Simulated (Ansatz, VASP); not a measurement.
## Two plane-wave programs on Te2Mo

Contents of INCAR:

```
  PREC = Accurate
  ENCUT = 600
  EDIFF = 1E-6
  ISMEAR = 0
  SIGMA = 0.02
  LREAL = False
  LASPH = True
  NELM = 100
  ALGO = Normal
  ISIF = 3
  LWAVE = False
  LCHARG = False
  GGA = CA
  IBRION = 2
  NSW = 100
  EDIFFG = -0.005
```

Contents of KPOINTS:

```
regular mesh
0
Gamma
  12 12 1
```

The input POSCAR:

```
Te2Mo
1.0
    3.4709964535      0.0000000000      0.0000000000
   -1.7354982268      3.0059711052      0.0000000000
    0.0000000000      0.0000000000     30.2065229228
Te Mo
6 3
Direct
    0.0000000000      0.0000000000      0.9405159387
    0.3333333333      0.6666666667      0.7128928623
    0.3333333333      0.6666666667      0.1682535127
    0.3333333333      0.6666666667      0.8317464873
    0.3333333333      0.6666666667      0.2871071377
    0.0000000000      0.0000000000      0.0594840613
    0.0000000000      0.0000000000      0.7722228596
    0.0000000000      0.0000000000      0.2277771404
    0.3333333333      0.6666666667      0.0000000000
```

Input for Ansatz:

```yaml
crystal:
  lattice:
    - [3.4709964879, 0.0, 0.0]
    - [-1.735498244, 3.0059711349, 0.0]
    - [0.0, 0.0, 30.2065329684]
  atoms:
    - { symbol: Te, position: [0.0, 0.0, 0.9405159592] }
    - { symbol: Te, position: [0.3333333333, 0.6666666667, 0.712892965] }
    - { symbol: Te, position: [0.3333333333, 0.6666666667, 0.1682534537] }
    - { symbol: Te, position: [0.3333333333, 0.6666666667, 0.8317465463] }
    - { symbol: Te, position: [0.3333333333, 0.6666666667, 0.287107035] }
    - { symbol: Te, position: [0.0, 0.0, 0.0594840408] }
    - { symbol: Mo, position: [0.0, 0.0, 0.7722229411] }
    - { symbol: Mo, position: [0.0, 0.0, 0.2277770589] }
    - { symbol: Mo, position: [0.3333333333, 0.6666666667, 0.0] }
basis:
  ecutwfc: 420
kpoints:
  mp_grid: { grid: [12, 12, 1] }
hamiltonian:
  xc: lda
scf:
  occupations: { method: gaussian, width: 0.02 }
output:
  forces: true
  stress: true
  eigenvalues: true
relax:
  adjacent_minimum: "off"
  f_tol: 0.005
  max_steps: 80
  cell: { stress_tol: 0.05 }
```

Alike in both runs: task relaxation of cell and atoms; functional LDA; k mesh 12 × 12 × 1; occupations gaussian, width 0.02 eV; no spin polarisation.

|  | VASP | Ansatz |
| --- | --- | --- |
| version | VASP 6.6.1 | Ansatz 0.2.0 |
| potentials or method | VASP PAW LDA potentials, release 64 (Te, Mo_sv), cutoff 600 eV | scalar-relativistic, plane waves, PAW |
| valence electrons in the cell | 78 | 138 |

VASP gave:

- gap on the k mesh at the Fermi level, each at its own relaxed structure (eV): 0.82
- relaxed volume (Å³/atom): 35.08
- relaxed length of the cell vector where the two differ most in proportion (Å): 30.236

Question: What did Ansatz give for the same quantities?

Answer: gap on the k mesh at the Fermi level, each at its own relaxed structure (eV): 0.83; relaxed volume (Å³/atom): 35.02; relaxed length of the cell vector where the two differ most in proportion (Å): 30.207.

LDA's correlation is that of Perdew and Zunger in VASP and of Perdew and Wang (1992) in Ansatz. VASP's potentials hold 78 valence electrons a cell and Ansatz's 138, so a difference there can come from the potentials and not from the codes.

Neither program's run includes spin-orbit coupling.
